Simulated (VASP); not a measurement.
# HgTe (I-4m2) in VASP: a series of runs

The runs below take HgTe through single point, with PBEsol.

All numbers are computed with VASP 6.6.1; they aren't measurements. Logs are shortened: lines on timing, memory, paths and dates and some standing lists are left out, and cuts for length are marked.

**1. The cell of the first run**

Symmetry: I-4m2, No. 119, tetragonal system. Conventional cell: a = 6.430 Å, b = 6.430 Å, c = 2.799 Å, α = 90.00°, β = 90.00°, γ = 90.00°. Within 3.9 Å of Hg (site symmetry -4m2) lie 2 Hg at 2.80 Å and 8 Te at 3.29 to 3.84 Å. Within 3.9 Å of Te (site symmetry -4m2) lie 2 Te at 2.80 Å and 8 Hg at 3.29 to 3.84 Å.

**2. Single point, PBEsol**

File INCAR:

```
  PREC = Accurate
  ENCUT = 520
  EDIFF = 1E-7
  ISMEAR = 0
  SIGMA = 0.15
  LREAL = F
  LASPH = T
  NELM = 100
  ALGO = Normal
  ISIF = 2
  LWAVE = F
  LCHARG = F
  GGA = PS
  NBANDS = 16
```

File KPOINTS:

```
Automatic mesh
0
Gamma
  18 18 18
```

File POSCAR:

```
HgTe
1.0
   -3.2151431669      3.2151431669      1.3992852795
    3.2151431669     -3.2151431669      1.3992852795
    3.2151431669      3.2151431669     -1.3992852795
Hg Te
1 1
Direct
    0.2500000000      0.7500000000      0.5000000000
    0.0000000000      0.0000000000      0.0000000000
```

Potentials or basis: VASP PAW PBE potentials, release 64 (Hg, Te).

The run is started by

```bash
$ cat potpaw_PBE.64/Hg/POTCAR potpaw_PBE.64/Te/POTCAR > POTCAR
$ mpirun -np 1 vasp_std > vasp.out
```

OUTCAR:

```text
PREC = Accurate
   ENCUT = 520
   EDIFF = 1E-7
   ISMEAR = 0
   LREAL = F
   LASPH = T
   NELM = 100
   ISIF = 2
   GGA = PS

 ion  position               nearest neighbor table
   1  0.250  0.750  0.500-   2 3.29   2 3.29   2 3.29   2 3.29
   2  0.000  0.000  0.000-   1 3.29   1 3.29   1 3.29   1 3.29

  LATTYP: Found a body centered tetragonal cell.
 ALAT       =     6.4302863338
 C/A-ratio  =     0.4352170982

  Lattice vectors:

 A1 = (  -3.2151431669,   3.2151431669,   1.3992852795)
 A2 = (   3.2151431669,  -3.2151431669,   1.3992852795)
 A3 = (   3.2151431669,   3.2151431669,  -1.3992852795)

Analysis of symmetry for initial positions (statically):
=====================================================================
 Subroutine PRICEL returns:
 Original cell was already a primitive cell.

 Routine SETGRP: Setting up the symmetry group for a
 body centered tetragonal supercell.

 Subroutine GETGRP returns: Found  8 space group operations
 (whereof  8 operations were pure point group operations)
 out of a pool of 16 trial point group operations.

The static configuration has the point symmetry D_2d.

Analysis of symmetry for dynamics (positions and initial velocities):
=====================================================================
 Subroutine PRICEL returns:
 Original cell was already a primitive cell.

 Routine SETGRP: Setting up the symmetry group for a
 body centered tetragonal supercell.

 Subroutine GETGRP returns: Found  8 space group operations
 (whereof  8 operations were pure point group operations)
 out of a pool of 16 trial point group operations.

The dynamic configuration has the point symmetry D_2d.

 Subroutine INISYM returns: Found  8 space group operations
 (whereof  8 operations are pure point group operations),
 and found     1 'primitive' translations

----------------------------------------------------------------------------------------

                                     Primitive cell

  volume of cell :      57.8585

  direct lattice vectors                    reciprocal lattice vectors
    -3.215143167  3.215143167  1.399285279     0.000000000  0.155514070  0.357325277
     3.215143167 -3.215143167  1.399285279     0.155514070  0.000000000  0.357325277
     3.215143167  3.215143167 -1.399285279     0.155514070  0.155514070  0.000000000

  length of vectors
     4.757340692  4.757340692  4.757340692     0.389699858  0.389699858  0.219930107

  position of ions in fractional coordinates (direct lattice)
     0.250000000  0.750000000  0.500000000
     0.000000000  0.000000000  0.000000000

  ion indices of the primitive-cell ions
   primitive index   ion index
                 1           1
                 2           2

----------------------------------------------------------------------------------------

 KPOINTS: Automatic mesh

Automatic generation of k-mesh.
 Grid dimensions read from file:
 generate k-points for:   18   18   18

 Generating k-lattice:

  Cartesian coordinates                     Fractional coordinates (reciprocal lattice)
     0.000000000  0.008639671  0.019851404     0.055555556  0.000000000  0.000000000
     0.008639671  0.000000000  0.019851404     0.000000000  0.055555556  0.000000000
     0.008639671  0.008639671  0.000000000     0.000000000  0.000000000  0.055555556

  Length of vectors
     0.021649992  0.021649992  0.012218339

  Shift w.r.t. Gamma in fractional coordinates (k-lattice)
     0.000000000  0.000000000  0.000000000

 Subroutine IBZKPT returns following result:
 ===========================================

 Found    480 irreducible k-points:

 Following reciprocal coordinates:
            Coordinates               Weight
  0.000000  0.000000  0.000000      1.000000
  0.055556 -0.000000  0.000000      8.000000
  0.111111 -0.000000  0.000000      8.000000
  0.166667 -0.000000  0.000000      8.000000
  0.222222  0.000000 -0.000000      8.000000
  0.277778  0.000000  0.000000      8.000000
[... 16 lines left out ...]
 -0.277778  0.055556  0.000000     16.000000
 -0.222222  0.055556  0.000000     16.000000
 [... further k-points ...]
   k-points           NKPTS =    480   k-points in BZ     NKDIM =    480   number of bands    NBANDS=     16
   number of dos      NEDOS =    301   number of ions     NIONS =      2
   total plane-waves  NPLWV =  46656
   dimension x,y,z NGX =    36 NGY =   36 NGZ =   36
   dimension x,y,z NGXF=    72 NGYF=   72 NGZF=   72
   ions per type =               1   1
   NGX,Y,Z   is equivalent  to a cutoff of  12.58, 12.58, 12.58 a.u.
   NGXF,Y,Z  is equivalent  to a cutoff of  25.16, 25.16, 25.16 a.u.
 SYSTEM =  unknown system
   PREC   = accura    normal or accurate (medium, high low for compatibility)
   ISTART =      0    job   : 0-new  1-cont  2-samecut
   ICHARG =      2    charge: 1-file 2-atom 10-const
   ISPIN  =      1    spin polarized calculation?
   LNONCOLLINEAR =      F non collinear calculations
   LSORBIT =      F    spin-orbit coupling
[... 113 lines left out ...]
      6      -2.1776      2.00000
[... 8 lines left out ...]
     15      13.6861      0.00000
     16      13.9212      0.00000

 k-point     6 :       0.2778    0.0000    0.0000
  band No.  band energies     occupation
      1      -7.2640      2.00000
      2      -2.4750      2.00000
      3      -2.4285      2.00000
      4      -2.3211      2.00000
      5      -2.2297      2.00000
      6      -2.1577      2.00000
[... 8 lines left out ...]
     15      13.3414      0.00000
     16      13.5676      0.00000

 k-point     7 :       0.3333   -0.0000    0.0000
  band No.  band energies     occupation
      1      -6.6175      2.00000
      2      -2.6843      2.00000
      3      -2.6224      2.00000
      4      -2.2161      2.00000
      5      -2.1004      2.00000
      6      -1.8835      2.00000
[... 8 lines left out ...]
     15      12.6639      0.00000
     16      13.9362      0.00000

 k-point     8 :       0.3889    0.0000   -0.0000
  band No.  band energies     occupation
      1      -5.9100      2.00000
      2      -2.8475      2.00000
      3      -2.7763      2.00000
      4      -2.1871      2.00000
      5      -2.0512      2.00000
      6      -1.6265      2.00000
[... 8 lines left out ...]
     15      11.9797      0.00000
     16      14.7936      0.00000

 k-point     9 :       0.4444    0.0000   -0.0000
  band No.  band energies     occupation
      1      -5.2495      2.00000
      2      -2.9505      2.00000
      3      -2.8754      2.00000
      4      -2.1767      2.00000
      5      -2.0185      2.00000
      6      -1.6298      2.00000
[... 8 lines left out ...]
     15      12.9555      0.00000
     16      14.6907      0.00000
[... 172 lines left out ...]
 k-point    19 :       0.5000    0.0556    0.0000
  band No.  band energies     occupation
      1      -5.2296      2.00000
      2      -2.9565      2.00000
      3      -2.8673      2.00000
      4      -2.1490      2.00000
      5      -2.0157      2.00000
      6      -1.6796      2.00000
[... 8 lines left out ...]
     15      13.2610      0.00000
     16      14.4532      0.00000

 k-point    20 :      -0.4444    0.0556    0.0000
  band No.  band energies     occupation
      1      -5.8802      2.00000
      2      -2.8513      2.00000
      3      -2.7673      2.00000
      4      -2.1743      2.00000
      5      -2.0454      2.00000
      6      -1.6613      2.00000
[... 8 lines left out ...]
     15      12.3604      0.00000
     16      14.6524      0.00000

 k-point    21 :      -0.3889    0.0556    0.0000
  band No.  band energies     occupation
      1      -6.5839      2.00000
      2      -2.6881      2.00000
      3      -2.6116      2.00000
      4      -2.2214      2.00000
      5      -2.0923      2.00000
      6      -1.8993      2.00000
[... 8 lines left out ...]
     15      13.0355      0.00000
     16      13.8275      0.00000

 k-point    22 :      -0.3333    0.0556    0.0000
  band No.  band energies     occupation
      1      -7.2299      2.00000
      2      -2.4806      2.00000
      3      -2.4167      2.00000
      4      -2.3329      2.00000
      5      -2.2404      2.00000
      6      -2.1472      2.00000
[... 8 lines left out ...]
     15      13.2573      0.00000
     16      13.9797      0.00000

 k-point    23 :      -0.2778    0.0556    0.0000
  band No.  band energies     occupation
      1      -7.7800      2.00000
      2      -2.8210      2.00000
      3      -2.3077      2.00000
      4      -2.2825      2.00000
      5      -2.1795      2.00000
      6      -2.1620      2.00000
[... 8 lines left out ...]
     15      13.6549      0.00000
     16      14.2996      0.00000

 k-point    24 :      -0.2222    0.0556    0.0000
  band No.  band energies     occupation
      1      -8.2186      2.00000
      2      -3.3068      2.00000
      3      -2.3260      2.00000
      4      -2.2929      2.00000
      5      -1.9674      2.00000
      6      -1.9516      2.00000
[... 8 lines left out ...]
     15      14.2840      0.00000
     16      14.9390      0.00000

 [... further k-points ...]

------------------------ aborting loop because EDIFF is reached ----------------------------------------

  FORCE on cell =-STRESS in cart. coord.  units (eV):
  Direction    XX          YY          ZZ          XY          YZ          ZX
  --------------------------------------------------------------------------------------
  -------------------------------------------------------------------------------------
  Total       -1.0226952     -1.0226952      2.6944696      0.0000000      0.0000000      0.0000000
  in kB      -28.3197831    -28.3197831     74.6134251      0.0000000      0.0000000      0.0000000
  external PRESSURE =       5.9912863 kB  Pullay stress =       0.0000000 kB

 VOLUME and BASIS-vectors are now :
 -----------------------------------------------------------------------------
  energy-cutoff  :      520.00
  volume of cell :       57.86
      direct lattice vectors                 reciprocal lattice vectors
    -3.215143167  3.215143167  1.399285279     0.000000000  0.155514070  0.357325277
     3.215143167 -3.215143167  1.399285279     0.155514070  0.000000000  0.357325277
     3.215143167  3.215143167 -1.399285279     0.155514070  0.155514070  0.000000000

 POSITION                                       TOTAL-FORCE (eV/Angst)
 -----------------------------------------------------------------------------------
      3.21514     -0.00000      0.69964         0.000000     -0.000000      0.000000
      0.00000      0.00000      0.00000        -0.000000      0.000000     -0.000000
 -----------------------------------------------------------------------------------
    total drift:                                0.000000     -0.000000      0.000000

  FREE ENERGIE OF THE ION-ELECTRON SYSTEM (eV)
  ---------------------------------------------------
  free  energy   TOTEN  =        -3.8531205082 eV

  energy  without entropy=       -3.8441926494  energy(sigma->0) =       -3.84865658
```

It took 10 min on 1 thread of AMD EPYC 7R13, shared host; peak memory 0.58 GiB.

What came out:

```
Free energy            : -3.8531 eV
Pressure               : 0.6 GPa
Band gap on the k mesh : zero (bands 9 and 10 overlap by 2.59 eV)
```

Stress tensor (GPa, compression positive):
```
-2.83  0.00  0.00
 0.00 -2.83  0.00
 0.00  0.00  7.46
```

Caveat: the stress differs along the axes, from -3 to 7 GPa; the PAW data sets were made with another functional, which shifts forces and pressure a little; spin-orbit coupling is left out, which moves the levels of the heavy elements.

**3. Single point, PBEsol**

This run uses another cell than the first one, of the same volume but with other edges.

File INCAR:

```
PREC     = Accurate       # precision mode
ENCUT    = 520            # plane-wave cutoff, eV
EDIFF    = 1E-6           # SCF threshold, eV
ISMEAR   = 0              # smearing method
SIGMA    = 0.15           # smearing width, eV
LREAL    = False          # projectors in reciprocal space
LASPH    = True           # aspherical terms in the spheres
NELM     = 100            # most SCF steps
ALGO     = Normal         # electronic algorithm
ISIF     = 2              # what is computed and relaxed
LWAVE    = False          # write WAVECAR
LCHARG   = True           # write CHGCAR
GGA      = PS             # functional
LELF     = True           # ELF
LVHAR    = True         
NBANDS   = 16             # bands
```

File KPOINTS:

```
regular mesh
0
Gamma
  18 18 18
```

File POSCAR:

```
HgTe
1.0
   -2.8660221527      2.8660221527      1.7609531926
    2.8660221527     -2.8660221527      1.7609531926
    2.8660221527      2.8660221527     -1.7609531926
Hg Te
1 1
Direct
    0.2500000000      0.7500000000      0.5000000000
    0.0000000000      0.0000000000      0.0000000000
```

Potentials or basis: VASP PAW PBE potentials, release 64 (Hg, Te).

The run is started by

```bash
$ cat potpaw_PBE.64/Hg/POTCAR potpaw_PBE.64/Te/POTCAR > POTCAR
$ mpirun -np 1 vasp_std > vasp.out
```

Run time: 10 min. Hardware: 1 thread of AMD EPYC 7R13, shared host; peak memory 0.58 GiB.

The run converged. Its results:

```
Free energy            : -4.0455 eV
Pressure               : -2.8 GPa
Band gap on the k mesh : zero (bands 9 and 10 overlap by 3.12 eV)
```

Stress tensor (GPa, compression positive):
```
-2.13  0.00  0.00
 0.00 -2.13  0.00
 0.00  0.00 -4.03
```

Levels at points of the mesh, in eV from the Fermi level:
| k point | band 7 | band 8 | band 9 | band 10 | band 11 | band 12 |
| --- | --- | --- | --- | --- | --- | --- |
| (0.00, 0.00, 0.00) | -2.52 | -1.91 | -1.91 | 1.53 | 5.16 | 7.49 |
| (0.50, 0.00, 0.00) | -4.60 | -2.08 | -1.67 | -0.48 | 3.57 | 3.75 |
| (0.50, 0.50, 0.00) | -6.12 | -0.28 | 0.82 | 2.68 | 2.75 | 4.17 |
| (0.50, 0.50, 0.50) | -4.27 | -4.27 | -4.13 | 1.03 | 4.61 | 9.34 |

Caveat: the PAW data sets were made with another functional, which shifts forces and pressure a little; spin-orbit coupling is left out, which moves the levels of the heavy elements.

**4. Single point, PBEsol**

File INCAR:

```
PREC = Accurate
ENCUT = 520
EDIFF = 1E-6
ISMEAR = 0
SIGMA = 0.15
LREAL = F
LASPH = T
NELM = 60
ALGO = Normal
ISIF = 2
LWAVE = F
LCHARG = T
GGA = PS
LELF = T
LVHAR = T
NBANDS = 16
```

KPOINTS is that of step 3.

File POSCAR:

```
HgTe
1.0
   -3.1314394304      3.1314394304      1.4750911807
    3.1314394304     -3.1314394304      1.4750911807
    3.1314394304      3.1314394304     -1.4750911807
Hg Te
1 1
Direct
    0.2500000000      0.7500000000      0.5000000000
    0.0000000000      0.0000000000      0.0000000000
```

The run is started by

```bash
$ cat potpaw_PBE.64/Hg/POTCAR potpaw_PBE.64/Te/POTCAR > POTCAR
$ mpirun -np 1 vasp_std > vasp.out
```

Wall time 10 min (1 thread of AMD EPYC 7R13, shared host); peak memory 0.58 GiB.

Results (log left out):

```yaml
Free_energy: -4.0028 eV
Pressure: -2.0 GPa
Band_gap_on_the_k_mesh: zero (bands 9 and 10 overlap by 3.27 eV)
```

Stress tensor (GPa, compression positive):
```
-4.33  0.00  0.00
 0.00 -4.33  0.00
 0.00  0.00  2.76
```

Levels at points of the mesh, in eV from the Fermi level:
| k point | band 6 | band 7 | band 8 | band 9 | band 10 | band 11 | band 12 | band 13 |
| --- | --- | --- | --- | --- | --- | --- | --- | --- |
| (0.00, 0.00, 0.00) | -5.90 | -3.83 | -2.62 | -2.62 | 4.41 | 4.81 | 6.27 | 6.27 |
| (0.50, 0.00, 0.00) | -5.96 | -4.74 | -1.45 | -0.64 | 0.21 | 3.13 | 3.99 | 5.98 |
| (0.50, 0.50, 0.00) | -5.89 | -5.87 | -1.20 | 0.91 | 1.62 | 2.78 | 4.60 | 9.47 |
| (0.50, 0.50, 0.50) | -5.88 | -4.47 | -4.30 | -4.30 | 4.54 | 7.23 | 7.23 | 8.75 |

Caveat: the stress differs along the axes, from -4 to 3 GPa; the PAW data sets were made with another functional, which shifts forces and pressure a little; spin-orbit coupling is left out, which moves the levels of the heavy elements.

**5. Single point, PBEsol**

This run uses another cell than the first one, of the same volume but with other edges.

File INCAR:

```
SYSTEM = HgTe
ALGO = Normal
EDIFF = 1E-7
ENCUT = 520
GGA = PS
ISIF = 2
ISMEAR = 0
LASPH = .TRUE.
LCHARG = .FALSE.
LREAL = .FALSE.
LWAVE = .FALSE.
NBANDS = 16
NELM = 60
PREC = Accurate
SIGMA = 0.15
```

File KPOINTS:

```
k-points
0
G
  18 18 18
  0 0 0
```

File POSCAR:

```
HgTe
1.0
   -2.9503648810      2.9503648810      1.6617107840
    2.9503648810     -2.9503648810      1.6617107840
    2.9503648810      2.9503648810     -1.6617107840
Hg Te
1 1
Direct
    0.2500000000      0.7500000000      0.5000000000
    0.0000000000      0.0000000000      0.0000000000
```

The run is started by

```bash
$ cat potpaw_PBE.64/Hg/POTCAR potpaw_PBE.64/Te/POTCAR > POTCAR
$ mpirun -np 1 vasp_std > vasp.out
```

It took 11 min on 1 thread of AMD EPYC 7R13, shared host; peak memory 0.58 GiB.

It converged, with:

```yaml
Free_energy: -4.0779 eV
Pressure: -3.5 GPa
Band_gap_on_the_k_mesh: zero (bands 9 and 10 overlap by 3.97 eV)
```

Stress tensor (GPa, compression positive):
```
-3.35  0.00  0.00
 0.00 -3.35  0.00
 0.00  0.00 -3.89
```

Levels at points of the mesh, in eV from the Fermi level:
| k point | band 6 | band 7 | band 8 | band 9 | band 10 | band 11 | band 12 | band 13 |
| --- | --- | --- | --- | --- | --- | --- | --- | --- |
| (0.00, 0.00, 0.00) | -6.40 | -2.99 | -2.16 | -2.16 | 2.31 | 4.85 | 7.53 | 7.53 |
| (0.50, 0.00, 0.00) | -6.35 | -4.45 | -2.16 | -1.44 | -0.39 | 3.43 | 3.62 | 5.89 |
| (0.50, 0.50, 0.00) | -6.31 | -6.09 | -0.53 | 1.76 | 2.16 | 2.32 | 3.69 | 7.79 |
| (0.50, 0.50, 0.50) | -6.07 | -4.31 | -4.31 | -4.26 | 1.89 | 5.79 | 8.79 | 8.79 |

Caveat: the cell stands under tension; the PAW data sets were made with another functional, which shifts forces and pressure a little; spin-orbit coupling is left out, which moves the levels of the heavy elements.

**6. Summary**

| cell | gap on the mesh (eV) | pressure (GPa) |
| --- | --- | --- |
| a = 4.757 Å, angles 95.0, 95.0, 145.8°, 2 atoms | none | 0.6 |
| a = 4.419 Å, angles 99.1, 99.1, 133.0°, 2 atoms | none | -2.8 |
| a = 4.668 Å, angles 95.7, 95.7, 143.2°, 2 atoms | none | -2.0 |
| a = 4.491 Å, angles 97.9, 97.9, 136.6°, 2 atoms | none | -3.5 |

Alike in all rows: task single point; level PBEsol; potentials or basis VASP PAW PBE potentials, release 64 (Hg, Te); no spin polarisation; k mesh 18 × 18 × 18; cutoff (eV) 520; smearing gaussian 0.15 eV.

Caveats: the PAW data sets were made with another functional, which shifts forces and pressure a little; spin-orbit coupling is left out, which moves the levels of the heavy elements; the stress differs along the axes, from -3 to 7 GPa (at least some runs); the stress differs along the axes, from -4 to 3 GPa (at least some runs); the cell stands under tension (at least some runs).

Total energies depend on the potentials used, so only differences within one code and one set of settings carry meaning.
